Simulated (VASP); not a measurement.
Wanted: the native input for a VASP 6.6.1 run.

| Property | Result |
| --- | --- |
| Task | relaxation of cell and atoms |
| Functional | PBEsol |
| Potentials or basis | VASP PAW PBE potentials, release 64 (Re) |
| Cutoff | 600 eV |
| k mesh | 11 × 11 × 6 |
| Occupations | fermi-dirac, width 0.05 eV |
| Spin | no spin polarisation |
| Target pressure | 30 GPa |
| Dipole correction | no |
| Further INCAR settings | ALGO = Normal; EDIFF = 1e-06; IBRION = 2; EDIFFG = -0.02; NSW = 80; ISIF = 3 |

The structure of Re lies in POSCAR:

```
Re
1.0
    2.7608000000      0.0000000000      0.0000000000
   -1.3804000000      2.3909229348      0.0000000000
    0.0000000000      0.0000000000      4.4582000000
Re
2
Direct
    0.6666666667      0.3333333333      0.7500000000
    0.3333333333      0.6666666667      0.2500000000
```

These files were run (other wordings do the same):

INCAR

```
PREC = Accurate
ENCUT = 600
EDIFF = 1E-6
ISMEAR = -1
SIGMA = 0.05
LREAL = F
LASPH = T
NELM = 100
ALGO = Normal
ISIF = 3
LWAVE = F
LCHARG = F
GGA = PS
IBRION = 2
NSW = 80
EDIFFG = -0.02
PSTRESS = 300.0
```

KPOINTS

```
regular mesh
0
Gamma
  11 11 6
```

Potentials or basis: VASP PAW PBE potentials, release 64 (Re).

Run with:

```sh
$ cat potpaw_PBE.64/Re/POTCAR > POTCAR
$ mpirun -np 1 vasp_std > vasp.out
```

Results of the run:

* Relaxed volume: 13.64 Å³/atom
* Relaxed cell: a = 2.692 Å, b = 2.692 Å, c = 4.347 Å, α = 90.00°, β = 90.00°, γ = 120.00°
* Space group after relaxing (to 0.1 Å): P6_3/mmc (No. 194)
* Energy change on relaxing (the run minimises the enthalpy): +78.9 meV/atom
* Ionic steps: 5
* Pressure after relaxing: 30.0 GPa
* Band gap on the k mesh: zero (bands 7 and 8 overlap by 3.54 eV)

Caveat: the cell is relaxed towards a set pressure, so the run minimises the enthalpy, not the energy; the PAW data sets were made with another functional, which shifts forces and pressure a little; spin-orbit coupling is left out, which moves the levels of the heavy elements.

Wall time 120 s on 1 thread of Intel Xeon 8259CL, on a shared host, peak memory 0.18 GiB.
